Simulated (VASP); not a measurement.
# SiC (P6_3mc) in VASP: notebook, part 3 of 3

VASP 6.6.1.

**4. Electric field gradients, PBE (x and y stretched by -3 %)**

Input file INCAR:

```
SYSTEM = SiC
PREC = Accurate ; ENCUT = 520
EDIFF = 1E-8 ; ISMEAR = -1
SIGMA = 0.02 ; LREAL = Auto
LASPH = .True. ; NELM = 100
ALGO = Normal ; ISIF = 2
LWAVE = .False. ; LCHARG = .False.
GGA = PE ; LEFG = .True.
NBANDS = 46
```

Input file KPOINTS:

```
Automatic mesh
0
Gamma
  11 11 2
  0 0 0
```

Input file POSCAR:

```
SiC
1.0
    2.9866300000      0.0000000000      0.0000000000
   -1.4933150000      2.5864974517      0.0000000000
    0.0000000000      0.0000000000     20.1460000000
Si C
8 8
Direct
    0.3333333333      0.6666666667      0.2501057633
    0.6666666667      0.3333333333      0.7501057633
    0.3333333333      0.6666666667      0.6250022525
    0.6666666667      0.3333333333      0.1250022525
    0.0000000000      0.0000000000      0.0000978166
    0.0000000000      0.0000000000      0.5000978166
    0.3333333333      0.6666666667      0.8751755900
    0.6666666667      0.3333333333      0.3751755900
    0.3333333333      0.6666666667      0.9689114651
    0.6666666667      0.3333333333      0.4689114651
    0.0000000000      0.0000000000      0.0938682979
    0.0000000000      0.0000000000      0.5938682979
    0.3333333333      0.6666666667      0.3441204749
    0.6666666667      0.3333333333      0.8441204749
    0.3333333333      0.6666666667      0.7187183397
    0.6666666667      0.3333333333      0.2187183397
```

Potentials or basis: VASP PAW PBE potentials, release 64 (Si, C).

Command:

```bash
$ cat potpaw_PBE.64/Si/POTCAR potpaw_PBE.64/C/POTCAR > POTCAR
$ mpirun -np 1 vasp_std > vasp.out
```

OUTCAR:

```text
SYSTEM = SiC
   PREC = Accurate
   ENCUT = 520
   EDIFF = 1E-8
   ISMEAR = -1
   LREAL = Auto
   LASPH = .True.
   NELM = 100
   ISIF = 2
   GGA = PE

 ion  position               nearest neighbor table
   1  0.333  0.667  0.250-  16 1.84  16 1.84  16 1.84  13 1.89   8 3.05   8 3.05   8 3.05   4 3.05
                             4 3.05   4 3.05
   2  0.667  0.333  0.750-  15 1.84  15 1.84  15 1.84  14 1.89   7 3.05   7 3.05   7 3.05   3 3.05
                             3 3.05   3 3.05
   3  0.333  0.667  0.625-  12 1.83  12 1.83  12 1.83  15 1.89   6 3.05   6 3.05   6 3.05   2 3.05
                             2 3.05   2 3.05
   4  0.667  0.333  0.125-  11 1.83  11 1.83  11 1.83  16 1.89   5 3.05   5 3.05   5 3.05   1 3.05
                             1 3.05   1 3.05
   5  0.000  0.000  0.000-   9 1.84   9 1.84   9 1.84  11 1.89   4 3.05   4 3.05   4 3.05   7 3.05
                             7 3.05   7 3.05
   6  0.000  0.000  0.500-  10 1.84  10 1.84  10 1.84  12 1.89   3 3.05   3 3.05   3 3.05   8 3.05
                             8 3.05   8 3.05
   7  0.333  0.667  0.875-  14 1.83  14 1.83  14 1.83   9 1.89   5 3.05   5 3.05   5 3.05   2 3.05
                             2 3.05   2 3.05
   8  0.667  0.333  0.375-  13 1.83  13 1.83  13 1.83  10 1.89   6 3.05   6 3.05   6 3.05   1 3.05
                             1 3.05   1 3.05
   9  0.333  0.667  0.969-   5 1.84   5 1.84   5 1.84   7 1.89
  10  0.667  0.333  0.469-   6 1.84   6 1.84   6 1.84   8 1.89
  11  0.000  0.000  0.094-   4 1.83   4 1.83   4 1.83   5 1.89
  12  0.000  0.000  0.594-   3 1.83   3 1.83   3 1.83   6 1.89
  13  0.333  0.667  0.344-   8 1.83   8 1.83   8 1.83   1 1.89
  14  0.667  0.333  0.844-   7 1.83   7 1.83   7 1.83   2 1.89
  15  0.333  0.667  0.719-   2 1.84   2 1.84   2 1.84   3 1.89
  16  0.667  0.333  0.219-   1 1.84   1 1.84   1 1.84   4 1.89

  LATTYP: Found a hexagonal cell.
 ALAT       =     2.9866300000
 C/A-ratio  =     6.7453953118

  Lattice vectors:

 A1 = (   2.9866300000,   0.0000000000,   0.0000000000)
 A2 = (  -1.4933150000,   2.5864974517,   0.0000000000)
 A3 = (   0.0000000000,   0.0000000000,  20.1460000000)

Analysis of symmetry for initial positions (statically):
=====================================================================
 Subroutine PRICEL returns:
 Original cell was already a primitive cell.

 Routine SETGRP: Setting up the symmetry group for a
 hexagonal supercell.

 Subroutine GETGRP returns: Found 12 space group operations
 (whereof  6 operations were pure point group operations)
 out of a pool of 24 trial point group operations.

The static configuration has the point symmetry C_3v.
 The point group associated with its full space group is C_6v.

Analysis of symmetry for dynamics (positions and initial velocities):
=====================================================================
 Subroutine PRICEL returns:
 Original cell was already a primitive cell.

 Routine SETGRP: Setting up the symmetry group for a
 hexagonal supercell.

 Subroutine GETGRP returns: Found 12 space group operations
 (whereof  6 operations were pure point group operations)
 out of a pool of 24 trial point group operations.

The dynamic configuration has the point symmetry C_3v.
 The point group associated with its full space group is C_6v.

[... 166 lines left out ...]
 Free energy of the ion-electron system (eV)
  ---------------------------------------------------
  ext. energy  EPLUGINS =         0.00000000
  ---------------------------------------------------
  free energy    TOTEN  =      -119.61626499 eV

  energy without entropy =     -119.61626499  energy(sigma->0) =     -119.61626499

 E-fermi :   9.3855     XC(G=0): -11.6269

 val. band max:        8.9168137295   @ k =   0.0000   0.0000   0.0000
 cond. band min:      10.6462940872   @ k =   0.4545  -0.0000   0.0000
 fundamental gap:      1.7294803576
 Fermi energy:         9.3855380963

 k-point     1 :       0.0000    0.0000    0.0000
  band No.  band energies     occupation
      1      -7.0903      2.00000
      2      -6.8014      2.00000
      3      -6.7697      2.00000
      4      -5.9020      2.00000
      5      -5.8885      2.00000
      6      -4.5587      2.00000
[... 1117 lines left out ...]
     43      16.6824      0.00000
     44      16.6824      0.00000

 [... further k-points ...]

 [bands above 44 left out]

------------------------ aborting loop because EDIFF is reached ----------------------------------------

  FORCE on cell =-STRESS in cart. coord.  units (eV):
  Direction    XX          YY          ZZ          XY          YZ          ZX
  --------------------------------------------------------------------------------------
  -------------------------------------------------------------------------------------
  Total       25.0767882     25.0767882      5.7958140      0.0000000      0.0000000      0.0000000
  in kB      258.1666782    258.1666782     59.6681693      0.0000000      0.0000000      0.0000000
  external PRESSURE =     192.0005086 kB  Pullay stress =       0.0000000 kB

 VOLUME and BASIS-vectors are now :
 -----------------------------------------------------------------------------
  energy-cutoff  :      520.00
  volume of cell :      155.63
      direct lattice vectors                 reciprocal lattice vectors
     2.986630000  0.000000000  0.000000000     0.334825539  0.193311615  0.000000000
    -1.493315000  2.586497452  0.000000000     0.000000000  0.386623230  0.000000000
     0.000000000  0.000000000 20.146000000     0.000000000  0.000000000  0.049637645

 POSITION                                       TOTAL-FORCE (eV/Angst)
 -----------------------------------------------------------------------------------
     -0.00000      1.72433      5.03863        -0.000000      0.000000      0.369475
      1.49332      0.86217     15.11163         0.000000     -0.000000      0.369475
     -0.00000      1.72433     12.59130        -0.000000      0.000000      0.374659
      1.49332      0.86217      2.51830         0.000000      0.000000      0.374659
      0.00000      0.00000      0.00197         0.000000     -0.000000      0.376132
      0.00000      0.00000     10.07497        -0.000000      0.000000      0.376132
[... 8 lines left out ...]
     -0.00000      1.72433     14.47930        -0.000000      0.000000     -0.344627
      1.49332      0.86217      4.40630        -0.000000     -0.000000     -0.344627
 -----------------------------------------------------------------------------------
    total drift:                                0.000000      0.000000     -0.022283

  FREE ENERGIE OF THE ION-ELECTRON SYSTEM (eV)
  ---------------------------------------------------
  free  energy   TOTEN  =      -119.6162649888 eV

  energy  without entropy=     -119.6162649888  energy(sigma->0) =     -119.61626499

 Electric field gradients (V/A^2)
---------------------------------------------------------------------
 ion       V_xx      V_yy      V_zz      V_xy      V_xz      V_yz
---------------------------------------------------------------------
   1      -5.010    -5.010    10.020    -0.000     0.000    -0.000
   2      -5.010    -5.010    10.020    -0.000    -0.000     0.000
   3      -6.079    -6.079    12.158    -0.000    -0.000     0.000
   4      -6.079    -6.079    12.158    -0.000     0.000    -0.000
   5      -5.887    -5.887    11.775    -0.000     0.000    -0.000
   6      -5.887    -5.887    11.775    -0.000    -0.000     0.000
[... 8 lines left out ...]
  15      -2.773    -2.773     5.546     0.000     0.000    -0.000
  16      -2.773    -2.773     5.546     0.000    -0.000     0.000
---------------------------------------------------------------------

 Electric field gradients after diagonalization (V/A^2)
 (convention: |V_zz| > |V_xx| > |V_yy|)
----------------------------------------------------------------------
 ion       V_xx      V_yy      V_zz     asymmetry (V_yy - V_xx)/ V_zz
----------------------------------------------------------------------
   1      -5.010    -5.010    10.020       0.000
   2      -5.010    -5.010    10.020       0.000
   3      -6.079    -6.079    12.158       0.000
   4      -6.079    -6.079    12.158       0.000
   5      -5.887    -5.887    11.775       0.000
   6      -5.887    -5.887    11.775       0.000
[... 8 lines left out ...]
  15      -2.773    -2.772     5.546       0.000
  16      -2.773    -2.772     5.546       0.000
----------------------------------------------------------------------

           NMR quadrupolar parameters

 Cq : quadrupolar parameter    Cq=e*Q*V_zz/h
 eta: asymmetry parameters     (V_yy - V_xx)/ V_zz
 Q  : nuclear electric quadrupole moment in mb (millibarn)
----------------------------------------------------------------------
 ion       Cq(MHz)       eta       Q (mb)
----------------------------------------------------------------------
   1       0.024       0.000       1.000
   2       0.024       0.000       1.000
   3       0.029       0.000       1.000
   4       0.029       0.000       1.000
   5       0.028       0.000       1.000
   6       0.028       0.000       1.000
[... 8 lines left out ...]
  15       0.013       0.000       1.000
  16       0.013       0.000       1.000
----------------------------------------------------------------------
```

It took 11 min on 1 thread of Intel Xeon 8259CL, shared host; peak memory 0.35 GiB.

Results:

```yaml
Free_energy: -119.6163 eV
Pressure: 19.2 GPa
Largest_force: 0.395 eV/Å
Band_gap_on_the_k_mesh: 1.73 eV (least direct gap 2.91 eV)
Largest_electric_field_gradient_by_atom: Si +10.0, +12.2, +11.8, +12.4 (each value once); C +5.3, +7.2, +5.5 (each value once) V/Å²
```

Forces in eV/Å, atoms in the order of the input:
```
Si   0.000  0.000  0.369
Si   0.000  0.000  0.369
Si   0.000  0.000  0.375
Si   0.000  0.000  0.375
Si   0.000  0.000  0.376
Si   0.000  0.000  0.376
Si   0.000  0.000  0.395
Si   0.000  0.000  0.395
C    0.000  0.000 -0.386
C    0.000  0.000 -0.386
C    0.000  0.000 -0.392
C    0.000  0.000 -0.392
C    0.000  0.000 -0.393
C    0.000  0.000 -0.393
C    0.000  0.000 -0.345
C    0.000  0.000 -0.345
```

Levels at points of the mesh, in eV from the valence-band top:
| k point | band 28 | band 29 | band 30 | band 31 | band 32 | band 33 | band 34 | band 35 | band 36 | band 37 |
| --- | --- | --- | --- | --- | --- | --- | --- | --- | --- | --- |
| (0.00, 0.00, 0.00) | -0.21 | -0.16 | -0.16 | 0.00 | 0.00 | 6.16 | 6.22 | 6.36 | 6.56 | 6.78 |
| (0.00, 0.00, 0.50) | -0.36 | -0.05 | -0.05 | -0.05 | -0.05 | 6.19 | 6.19 | 6.63 | 6.63 | 6.74 |

Electric field gradients, principal values (V/Å²):
| atom | least | middle | greatest (by size) |
| --- | --- | --- | --- |
| 1 Si | -5.010 | -5.010 | 10.020 |
| 2 Si | -5.010 | -5.010 | 10.020 |
| 3 Si | -6.079 | -6.079 | 12.158 |
| 4 Si | -6.079 | -6.079 | 12.158 |
| 5 Si | -5.887 | -5.887 | 11.775 |
| 6 Si | -5.887 | -5.887 | 11.775 |
| 7 Si | -6.212 | -6.212 | 12.425 |
| 8 Si | -6.212 | -6.212 | 12.425 |
| 9 C | -2.660 | -2.661 | 5.321 |
| 10 C | -2.660 | -2.661 | 5.321 |
| 11 C | -2.626 | -2.627 | 5.253 |
| 12 C | -2.626 | -2.627 | 5.253 |
| 13 C | -3.605 | -3.606 | 7.211 |
| 14 C | -3.605 | -3.606 | 7.211 |
| 15 C | -2.772 | -2.773 | 5.546 |
| 16 C | -2.772 | -2.773 | 5.546 |

Caveat: the cell differs from its parent crystal (x and y stretched by -3 %); the stress differs along the axes, from 6 to 26 GPa; without QUAD_EFG the Cq values of the log hold for a quadrupole moment of 1 mb, not for the nuclei. A k mesh can miss the band edges.

**5. The runs side by side**

```csv
cell,k mesh,gap on the mesh (eV),pressure (GPa),largest force (eV/Å)
"a = 3.037, b = 3.037, c = 19.874 Å, angles 90.0, 90.0, 120.0°, 16 atoms",10 × 10 × 2,1.75,13.3,0.03
"a = 3.109, b = 3.109, c = 20.345 Å, angles 90.0, 90.0, 120.0°, 16 atoms",10 × 10 × 2,1.78,-3.0,0.01
"a = 2.987, b = 2.987, c = 20.146 Å, angles 90.0, 90.0, 120.0°, 16 atoms",11 × 11 × 2,1.73,19.2,0.40
```

Alike in all rows: task electric field gradients; level PBE; potentials or basis VASP PAW PBE potentials, release 64 (Si, C); no spin polarisation; cutoff (eV) 520; smearing fermi-dirac 0.02 eV.

Caveats: the cell stands under pressure (at least some runs); the cell stands under tension (at least some runs); the stress differs along the axes, from 6 to 26 GPa (at least some runs).

Total energies depend on the potentials used, so only differences within one code and one set of settings carry meaning.
